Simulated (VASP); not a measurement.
Runs of VASP 6.6.1 on TaSi5. The structure is that of space group P-6m2 (No. 187), or close to it. The cells are those of the table. 

```csv
task,potentials or basis,cell,k mesh,cutoff (eV),second run,gap on the mesh (eV),pressure (GPa),relaxed volume (Å³/atom),largest force (eV/Å)
relaxation of cell and atoms,"VASP PAW PBE potentials, release 64 (Ta_sv_GW, Si)","relaxed from a = 2.781, b = 2.781, c = 13.910 Å, angles 90.0, 90.0, 120.0°, 6 atoms",6 × 6 × 2,500,valence_matched,none,0.1,16.57,0.03
single point,"VASP PAW PBE potentials, release 64 (Ta_pv, Si)","a = 2.781, b = 2.781, c = 13.910 Å, angles 90.0, 90.0, 120.0°, 6 atoms",6 × 6 × 1,520,-,none,-0.1,-,0.03
relaxation of cell and atoms,"VASP PAW PBE potentials, release 64 (Ta_pv, Si)","relaxed from a = 2.984, b = 2.984, c = 15.079 Å, angles 90.0, 90.0, 120.0°, 6 atoms",6 × 6 × 1,600,-,-,0.1,15.50,0.02
relaxation of cell and atoms,"VASP PAW PBE potentials, release 64 (Ta_pv, Si)","relaxed from a = 2.781, b = 2.781, c = 13.910 Å, angles 90.0, 90.0, 120.0°, 6 atoms",6 × 6 × 2,600,-,none,0.0,(a),0.04
single point,"VASP PAW PBE potentials, release 64 (Ta_pv, Si)","a = 2.941, b = 2.941, c = 12.283 Å, angles 90.0, 90.0, 120.0°, 6 atoms",6 × 6 × 2,520,-,none,0.0,-,-
```

Alike in all rows: level PBE; no spin polarisation; smearing gaussian 0.1 eV.

**Question.** Fill in the values left out.

**Answer.** (a) 16.66.

Caveats: all runs use coarse meshes; spin-orbit coupling is left out, which moves the levels of the heavy elements; the volume moved by over 15 % at a fixed basis, so the end points are rough (some runs); the bands computed are all filled at some k points, so no gap is given (some runs).

A k mesh can miss the band edges, and the runs leave out spin-orbit coupling on Ta.

A gap of «none» marks levels without a gap at the run's occupations.

The runs don't all hold the same shells in valence.
